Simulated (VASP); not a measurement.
# Fe (P6_3/mmc) in VASP: notebook

Fe is run at these levels: r2SCAN; tasks: single point.

Program: VASP 6.6.1. These are calculated values, not measurements. Logs are shortened: lines on timing, memory, paths and dates and some standing lists are left out, and cuts for length are marked.

## Step 1: The cell of the first run

It takes space group P6_3/mmc (No. 194, hexagonal). The conventional cell has a = 2.450 Å, b = 2.450 Å, c = 8.230 Å, α = 90.00°, β = 90.00°, γ = 120.00°. Within 3.2 Å of Fe (site symmetry -3m) lie 12 Fe at 2.45 to 2.50 Å. Fe (site symmetry -6m2) has 12 Fe at 2.45 to 2.50 Å within 3.2 Å.

This isn't the form of Fe at room conditions, which is bcc.

## Step 2: Single point, r2SCAN, collinear spin, ferromagnetic start (10.69 Å³/atom)

POSCAR reads:

```
Fe
1.0
    2.4498865027      0.0000000000      0.0000000000
   -1.2249432514      2.1216639477      0.0000000000
    0.0000000000      0.0000000000      8.2295159503
Fe
4
Direct
    1.0000000000      1.0000000000      0.0000000000
    0.0000000000      0.0000000000      0.5000000000
    0.3333333333      0.6666666667      0.2500000000
    0.6666666667      0.3333333333      0.7500000000
```

INCAR.step1 reads:

```
SYSTEM = Fe
  PREC = Accurate
  ENCUT = 520
  ISMEAR = -1
  SIGMA = 0.05
  LREAL = .False.
  LASPH = .True.
  NELM = 150
  ISPIN = 2
  MAGMOM = 2.92 2.92 2.925 2.925
  LMAXMIX = 4
  NBANDS = 28
  GGA = PE
  ALGO = Normal
  EDIFF = 1E-4
  LWAVE = .True.
  LCHARG = .False.
```

INCAR.step2 reads:

```
SYSTEM = Fe
  PREC = Accurate
  ENCUT = 520
  EDIFF = 1E-6
  ISMEAR = -1
  SIGMA = 0.05
  LREAL = .False.
  LASPH = .True.
  NELM = 150
  ALGO = Normal
  ISIF = 2
  LWAVE = .False.
  LCHARG = .False.
  ISPIN = 2
  MAGMOM = 2.92 2.92 2.925 2.925
  LORBIT = 11
  LMAXMIX = 4
  METAGGA = R2SCAN
  LMIXTAU = .True.
  NBANDS = 28
  ISTART = 1
```

KPOINTS reads:

```
Automatic mesh
0
Gamma
  16 16 4
  0 0 0
```

Potentials or basis: VASP PAW PBE potentials, release 64 (Fe).

Started as:

```bash
> cat potpaw_PBE.64/Fe/POTCAR > POTCAR
> cp INCAR.step1 INCAR
> mpirun -np 1 vasp_std > vasp.out
> cp INCAR.step2 INCAR
> mpirun -np 1 vasp_std > vasp.out
```

OUTCAR:

```text
SYSTEM = Fe
   PREC = Accurate
   ENCUT = 520
   EDIFF = 1E-6
   ISMEAR = -1
   LREAL = .False.
   LASPH = .True.
   NELM = 150
   ISIF = 2
   ISPIN = 2
   LORBIT = 11
   METAGGA = R2SCAN
   ISTART = 1

 ion  position               nearest neighbor table
   1  0.000  0.000  0.000-   3 2.50   4 2.50   4 2.50   3 2.50   4 2.50   3 2.50
   2  0.000  0.000  0.500-   3 2.50   4 2.50   4 2.50   3 2.50   4 2.50   3 2.50
   3  0.333  0.667  0.250-   1 2.50   2 2.50   1 2.50   2 2.50   1 2.50   2 2.50
   4  0.667  0.333  0.750-   1 2.50   2 2.50   1 2.50   2 2.50   1 2.50   2 2.50

  LATTYP: Found a hexagonal cell.
 ALAT       =     2.4498865027
 C/A-ratio  =     3.3591417158

  Lattice vectors:

 A1 = (   2.4498865027,   0.0000000000,   0.0000000000)
 A2 = (  -1.2249432514,   2.1216639477,   0.0000000000)
 A3 = (   0.0000000000,   0.0000000000,   8.2295159503)

Analysis of symmetry for initial positions (statically):
=====================================================================
 Subroutine PRICEL returns:
 Original cell was already a primitive cell.

 Routine SETGRP: Setting up the symmetry group for a
 hexagonal supercell.

 Subroutine GETGRP returns: Found 24 space group operations
 (whereof 12 operations were pure point group operations)
 out of a pool of 24 trial point group operations.

The static configuration has the point symmetry D_3d.
 The point group associated with its full space group is D_6h.

Analysis of symmetry for dynamics (positions and initial velocities):
=====================================================================
 Subroutine PRICEL returns:
 Original cell was already a primitive cell.

 Routine SETGRP: Setting up the symmetry group for a
 hexagonal supercell.

 Subroutine GETGRP returns: Found 24 space group operations
 (whereof 12 operations were pure point group operations)
 out of a pool of 24 trial point group operations.

The dynamic configuration has the point symmetry D_3d.
 The point group associated with its full space group is D_6h.

Analysis of structural, dynamic, and magnetic symmetry:
=====================================================================
 Subroutine PRICEL returns:
 Original cell was already a primitive cell.

 Routine SETGRP: Setting up the symmetry group for a
 hexagonal supercell.

 Subroutine GETGRP returns: Found 24 space group operations
 (whereof 12 operations were pure point group operations)
 out of a pool of 24 trial point group operations.

The overall configuration has the point symmetry D_3d.
 The point group associated with its full space group is D_6h.

 Subroutine INISYM returns: Found 24 space group operations
 (whereof 12 operations are pure point group operations),
 and found     1 'primitive' translations
[... 128 lines left out ...]
   LEPSILON=     F    determine dielectric tensor
   LRPA    =     F    only Hartree local field effects (RPA)
 spin polarized calculation
  energy-cutoff  :      520.00
  volume of cell :       42.78
 maximum number of plane-waves:      1182
   NGX =  9   NGY =  9   NGZ = 31

 number of electron      32.0000017 magnetization       4.5202928

 Free energy of the ion-electron system (eV)
  ---------------------------------------------------
  ext. energy  EPLUGINS =         0.00000000
  ---------------------------------------------------
  free energy    TOTEN  =       -55.24192225 eV

  energy without entropy =      -55.19592459  energy(sigma->0) =      -55.21892342

 E-fermi :   6.4609     XC(G=0): -14.6761

 val. band max:        6.4587349152   @ k =   0.4375   0.0625   0.2500
 cond. band min:       6.4636735023   @ k =   0.1875   0.1250   0.0000
 fundamental gap:      0.0049385871
 Fermi energy:         6.4608503687

 spin component 1

 k-point     1 :       0.0000    0.0000    0.0000
  band No.  band energies     occupation
      1      -2.8076      1.00000
      2      -0.6617      1.00000
      3      -0.4514      1.00000
      4       0.8759      1.00000
      5       2.8244      1.00000
      6       3.3744      1.00000
[... 733 lines left out ...]
     27      18.7087      0.00000
     28      19.5872      0.00000

 [... further k-points ...]

 spin component 2

 k-point     1 :       0.0000    0.0000    0.0000
  band No.  band energies     occupation
      1      -2.9686      1.00000
      2      -0.6714      1.00000
      3      -0.5657      1.00000
      4       1.7964      1.00000
      5       4.3601      1.00000
      6       4.8694      1.00000
[... 733 lines left out ...]
     27      19.4129      0.00000
     28      19.9710      0.00000

 [... further k-points ...]

------------------------ aborting loop because EDIFF is reached ----------------------------------------

  FORCE on cell =-STRESS in cart. coord.  units (eV):
  Direction    XX          YY          ZZ          XY          YZ          ZX
  --------------------------------------------------------------------------------------
  -------------------------------------------------------------------------------------
  Total        1.1528210      1.1528210      0.5114613     -0.0000000      0.0000000      0.0000000
  in kB       43.1793011     43.1793011     19.1569572     -0.0000000      0.0000000      0.0000000
  external PRESSURE =      35.1718531 kB  Pullay stress =       0.0000000 kB

 VOLUME and BASIS-vectors are now :
 -----------------------------------------------------------------------------
  energy-cutoff  :      520.00
  volume of cell :       42.78
      direct lattice vectors                 reciprocal lattice vectors
     2.449886503  0.000000000  0.000000000     0.408182175  0.235664088  0.000000000
    -1.224943251  2.121663948  0.000000000     0.000000000  0.471328177  0.000000000
     0.000000000  0.000000000  8.229515950     0.000000000  0.000000000  0.121513830

 POSITION                                       TOTAL-FORCE (eV/Angst)
 -----------------------------------------------------------------------------------
      0.00000      0.00000      0.00000        -0.000000      0.000000      0.000000
      0.00000      0.00000      4.11476        -0.000000      0.000000      0.000000
     -0.00000      1.41444      2.05738        -0.000000     -0.000000      0.000000
      1.22494      0.70722      6.17214         0.000000      0.000000     -0.000000
 -----------------------------------------------------------------------------------
    total drift:                                0.000000     -0.000000      0.000000

  FREE ENERGIE OF THE ION-ELECTRON SYSTEM (eV)
  ---------------------------------------------------
  free  energy   TOTEN  =       -55.2419222465 eV

  energy  without entropy=      -55.1959245932  energy(sigma->0) =      -55.21892342

 total charge

# of ion       s       p       d       tot
------------------------------------------
    1        0.531   0.612   6.302   7.445
    2        0.531   0.612   6.302   7.445
    3        0.526   0.630   6.224   7.379
    4        0.526   0.630   6.224   7.379
--------------------------------------------------
tot          2.114   2.483  25.051  29.648

 magnetization (x)

# of ion       s       p       d       tot
------------------------------------------
    1       -0.015  -0.037  -0.169  -0.221
    2       -0.015  -0.037  -0.169  -0.221
    3        0.006  -0.009   2.495   2.491
    4        0.006  -0.009   2.495   2.491
--------------------------------------------------
tot         -0.019  -0.093   4.652   4.540
```

OSZICAR.step1:

```text
N       E                     dE             d eps       ncg     rms          rms(c)
DAV:   1     0.228141987828E+03    0.22814E+03   -0.14039E+04 10496   0.152E+03
DAV:   2    -0.232118142482E+02   -0.25135E+03   -0.23527E+03 10080   0.305E+02
DAV:   3    -0.356032094447E+02   -0.12391E+02   -0.11476E+02 10836   0.965E+01
[... 46 lines left out ...]
DAV:  50    -0.323244053308E+02   -0.12216E-01   -0.50528E-02 17492   0.325E+00    0.408E-01
DAV:  51    -0.323321318439E+02   -0.77265E-02   -0.46011E-02 18524   0.288E+00    0.361E-01
DAV:  52    -0.323364812255E+02   -0.43494E-02   -0.16188E-02 18516   0.166E+00    0.380E-01
DAV:  53    -0.323435965969E+02   -0.71154E-02   -0.36394E-02 16764   0.264E+00    0.443E-01
DAV:  54    -0.323469348537E+02   -0.33383E-02   -0.75225E-03 17012   0.102E+00    0.489E-01
DAV:  55    -0.323468488727E+02    0.85981E-04   -0.27516E-04  9232   0.168E-01
   1 F= -.32346849E+02 E0= -.32322628E+02  d E =-.484408E-01  mag=     2.3886
```

Run time: 52 min. Hardware: 1 thread of Intel Xeon Platinum 8259CL at 2.50GHz (Skylake/Cascade Lake), shared host; peak memory 0.28 GiB.

Results:

* Free energy: -55.2419 eV
* Pressure: 3.5 GPa
* Net moment: 4.52 μB per cell
* Site moments: Fe -0.22, +2.49 (each value once) μB
* Valence electrons inside the program's atomic spheres: Fe 7.45, 7.38 (each value once)

Stress tensor (GPa, compression positive):
```
4.32 0.00 0.00
0.00 4.32 0.00
0.00 0.00 1.92
```

Levels at points of the mesh, in eV from the Fermi level:
Spin up:
| k point | band 16 | band 17 | band 18 | band 19 | band 20 | band 21 |
| --- | --- | --- | --- | --- | --- | --- |
| (0.00, 0.00, 0.00) | -1.44 | -1.44 | -1.26 | -1.26 | -0.49 | 0.95 |
| (0.50, 0.00, 0.00) | 0.20 | 0.25 | 0.35 | 0.51 | 1.33 | 1.51 |
| (0.00, 0.00, 0.50) | -1.87 | -1.31 | -1.31 | -1.31 | -1.31 | 1.01 |
| (0.50, 0.00, 0.50) | -0.74 | 0.17 | 0.17 | 1.41 | 1.41 | 1.92 |
Spin down:
| k point | band 12 | band 13 | band 14 | band 15 | band 16 | band 17 |
| --- | --- | --- | --- | --- | --- | --- |
| (0.00, 0.00, 0.00) | -0.63 | -0.61 | -0.61 | -0.11 | -0.11 | 0.21 |
| (0.50, 0.00, 0.00) | -0.69 | 0.78 | 1.32 | 1.35 | 1.37 | 1.81 |
| (0.00, 0.00, 0.50) | -1.08 | -0.43 | -0.43 | -0.43 | -0.43 | 0.58 |
| (0.50, 0.00, 0.50) | -0.90 | 0.26 | 0.26 | 1.32 | 1.32 | 1.79 |

Caveat: the cell stands under pressure; the PAW data sets were made with another functional, which shifts forces and pressure a little.

## Step 3: Single point, r2SCAN, collinear spin, ferromagnetic start (11.18 Å³/atom)

This run uses another cell than the first one, of 11.18 Å³/atom.

POSCAR reads:

```
Fe
1.0
    2.4864573645      0.0000000000      0.0000000000
   -1.2432286823      2.1533352431      0.0000000000
    0.0000000000      0.0000000000      8.3523626579
Fe
4
Direct
    1.0000000000      1.0000000000      0.0000000000
    0.0000000000      0.0000000000      0.5000000000
    0.3333333333      0.6666666667      0.2500000000
    0.6666666667      0.3333333333      0.7500000000
```

INCAR.step1 reads:

```
SYSTEM = Fe
ALGO     = Normal         ! electronic algorithm
EDIFF    = 1E-4           ! SCF threshold, eV
ENCUT    = 520            ! plane-wave cutoff, eV
GGA      = PE             ! functional
ISMEAR   = -1             ! smearing method
ISPIN    = 2              ! spin polarisation
LASPH    = .True.         ! aspherical terms in the spheres
LCHARG   = .False.        ! write CHGCAR
LMAXMIX  = 4              ! l up to which the mixer works
LREAL    = .False.        ! projectors in reciprocal space
LWAVE    = .True.         ! write WAVECAR
MAGMOM   = 2.92 2.92 2.925 2.925 ! initial moments
NBANDS   = 28             ! bands
NELM     = 150            ! most SCF steps
PREC     = Accurate       ! precision mode
SIGMA    = 0.05           ! smearing width, eV
```

INCAR.step2 reads:

```
SYSTEM = Fe
ALGO     = Normal         ! electronic algorithm
EDIFF    = 1E-6           ! SCF threshold, eV
ENCUT    = 520            ! plane-wave cutoff, eV
ISIF     = 2              ! what is computed and relaxed
ISMEAR   = -1             ! smearing method
ISPIN    = 2              ! spin polarisation
ISTART   = 1            
LASPH    = .True.         ! aspherical terms in the spheres
LCHARG   = .True.         ! write CHGCAR
LELF     = .True.         ! ELF
LMAXMIX  = 4              ! l up to which the mixer works
LMIXTAU  = .True.       
LORBIT   = 11             ! projections on sites
LREAL    = .False.        ! projectors in reciprocal space
LVHAR    = .True.       
LWAVE    = .False.        ! write WAVECAR
MAGMOM   = 2.92 2.92 2.925 2.925 ! initial moments
METAGGA  = R2SCAN         ! meta-GGA
NBANDS   = 28             ! bands
NELM     = 150            ! most SCF steps
PREC     = Accurate       ! precision mode
SIGMA    = 0.05           ! smearing width, eV
```

KPOINTS reads:

```
k-points
0
Gamma
  16 16 4
  0 0 0
```

Potentials or basis: VASP PAW PBE potentials, release 64 (Fe).

Started as:

```bash
> cat potpaw_PBE.64/Fe/POTCAR > POTCAR
> cp INCAR.step1 INCAR
> mpirun -np 1 vasp_std > vasp.out
> cp INCAR.step2 INCAR
> mpirun -np 1 vasp_std > vasp.out
```

Run time: 26 min. Hardware: 1 thread of Intel Xeon Platinum 8259CL at 2.50GHz (Skylake/Cascade Lake), shared host; peak memory 0.29 GiB.

It converged, with:

* Free energy: -56.7401 eV
* Pressure: 17.1 GPa
* Net moment: 10.94 μB per cell
* Site moments: Fe +2.76 μB
* Valence electrons inside the program's atomic spheres: Fe 7.32

Stress tensor (GPa, compression positive):
```
17.22  0.00  0.00
 0.00 17.22  0.00
 0.00  0.00 16.86
```

Levels at points of the mesh, in eV from the Fermi level:
Spin up:
| k point | band 18 | band 19 | band 20 | band 21 | band 22 | band 23 | band 24 | band 25 | band 26 | band 27 |
| --- | --- | --- | --- | --- | --- | --- | --- | --- | --- | --- |
| (0.00, 0.00, 0.00) | -2.13 | -2.13 | -1.92 | -1.92 | -1.47 | -1.47 | -0.74 | 5.93 | 14.15 | 14.19 |
| (0.50, 0.00, 0.00) | -1.12 | -1.07 | -1.05 | 0.17 | 1.25 | 2.40 | 3.08 | 7.12 | 7.14 | 10.18 |
| (0.00, 0.00, 0.50) | -2.37 | -2.37 | -2.37 | -1.65 | -1.65 | -1.65 | -1.65 | 8.81 | 8.81 | 20.07 |
| (0.50, 0.00, 0.50) | -1.21 | -1.08 | -1.08 | 1.09 | 1.09 | 2.73 | 2.73 | 7.41 | 7.41 | 9.29 |
Spin down:
```
           k point  band 8  band 9  band 10  band 11  band 12  band 13
(0.00, 0.00, 0.00)   -0.35    0.10     0.10     0.16     0.16     0.40
(0.50, 0.00, 0.00)   -1.32   -0.77     0.06     0.41     0.55     1.48
(0.00, 0.00, 0.50)   -0.61    0.19     0.19     0.19     0.19     0.34
(0.50, 0.00, 0.50)   -1.45   -0.25    -0.25     0.51     0.51     0.73
```

Caveat: the cell stands under pressure; the PAW data sets were made with another functional, which shifts forces and pressure a little.
